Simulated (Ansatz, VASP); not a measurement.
**One calculation of CdTe, two programs**

File POSCAR:

```
CdTe
1.0
    0.0000000000      3.3535095159      3.3535095159
    3.3535095159      0.0000000000      3.3535095159
    3.3535095159      3.3535095159      0.0000000000
Cd Te
1 1
Direct
    0.0000000000      0.0000000000      0.0000000000
    0.2500000000      0.2500000000      0.2500000000
```

Contents of INCAR.step1:

```
PREC = Accurate ; ENCUT = 520
ISMEAR = 0 ; SIGMA = 0.05
LREAL = F ; LASPH = T
NELM = 60 ; NBANDS = 16
GGA = PE ; ALGO = Normal
EDIFF = 1E-4 ; LWAVE = T
LCHARG = F
```

The input INCAR.step2:

```
PREC = Accurate ; ENCUT = 520
EDIFF = 1E-7 ; ISMEAR = 0
SIGMA = 0.05 ; LREAL = F
LASPH = T ; NELM = 60
ALGO = Normal ; ISIF = 2
LWAVE = F ; LCHARG = F
METAGGA = R2SCAN ; LMIXTAU = T
NBANDS = 16 ; ISTART = 1
```

Contents of KPOINTS:

```
regular mesh
0
Gamma
  10 10 10
```

Input for Ansatz:

```yaml
crystal:
  lattice:
    - [0.0, 3.3535095159, 3.3535095159]
    - [3.3535095159, 0.0, 3.3535095159]
    - [3.3535095159, 3.3535095159, 0.0]
  atoms:
    - { symbol: Cd, position: [0.0, 0.0, 0.0] }
    - { symbol: Te, position: [0.25, 0.25, 0.25] }
basis:
  ecutwfc: 500
  ecutrho_ratio: 4
kpoints:
  mp_grid: { grid: [10, 10, 10] }
hamiltonian:
  xc: r2scan
scf:
  occupations: { method: gaussian, width: 0.05 }
output:
  forces: true
  stress: true
  eigenvalues: true
```

Alike in both runs: task single point; functional r2SCAN; k mesh 10 × 10 × 10; occupations gaussian, width 0.05 eV; no spin polarisation.

|  | VASP | Ansatz |
| --- | --- | --- |
| version | VASP 6.6.1 | Ansatz 0.2.0 |
| potentials or method | VASP PAW PBE potentials, release 64 (Cd, Te), cutoff 520 eV | scalar-relativistic, plane waves, PAW |
| valence electrons in the cell | 18 | 36 |

```csv
,VASP,Ansatz,Ansatz less VASP
gap on the k mesh at the Fermi level (eV),0.94,0.95,+0.009
least direct gap on the mesh (eV),0.94,0.95,+0.009
pressure (GPa),-2.2,-2.3,-0.09
```

VASP's potentials were made for PBE, not for r2SCAN. With one functional, cell and mesh, what is left measures potentials, basis and numerics. VASP's potentials hold 18 valence electrons a cell and Ansatz's 36, so a difference there can come from the potentials and not from the codes.

Spin-orbit coupling is off throughout.
